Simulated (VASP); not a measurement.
A run of VASP 6.6.1 is set up as follows.

Contents of INCAR:

```
PREC     = Accurate       # precision mode
ENCUT    = 520            # plane-wave cutoff, eV
EDIFF    = 1E-6           # SCF threshold, eV
ISMEAR   = 0              # smearing method
SIGMA    = 0.05           # smearing width, eV
LREAL    = F              # projectors in reciprocal space
LASPH    = T              # aspherical terms in the spheres
NELM     = 100            # most SCF steps
ALGO     = Normal         # electronic algorithm
ISIF     = 2              # what is computed and relaxed
LWAVE    = F              # write WAVECAR
LCHARG   = F              # write CHGCAR
GGA      = CA             # functional
NBANDS   = 24             # bands
```

The input KPOINTS:

```
Automatic mesh
0
Gamma
  9 9 6
```

The input POSCAR:

```
CaO
1.0
    3.9520560662      0.0000000000      0.0000000000
   -1.9760280331      3.4571524753      0.0000000000
    0.0000000000      0.0000000000      4.7848400100
Ca O
2 2
Direct
    0.3333333333      0.6666666667      0.7500000000
    0.6666666667      0.3333333333      0.2500000000
    0.3333333333      0.6666666667      0.2500000000
    0.6666666667      0.3333333333      0.7500000000
```

Potentials or basis: VASP PAW LDA potentials, release 64 (Ca_sv, O).

Command:

```sh
$ cat potpaw_LDA.64/Ca_sv/POTCAR potpaw_LDA.64/O/POTCAR > POTCAR
$ mpirun -np 1 vasp_std > vasp.out
```

What does it give for the largest force?

0.058 eV/Å.

What does it give for the pressure?

-4.3 GPa.

Predict the band gap on the k mesh.

3.05 eV, direct.

Forces on the atoms (eV/Å):
```
Ca   0.000  0.058  0.000
Ca   0.000 -0.058  0.000
O    0.000  0.043  0.000
O    0.000 -0.043  0.000
```

Caveat: the cell differs from its parent crystal (strain -0.0100 x Voigt [1, 0, 0, 0, 0, 0]). A k mesh can miss the band edges.
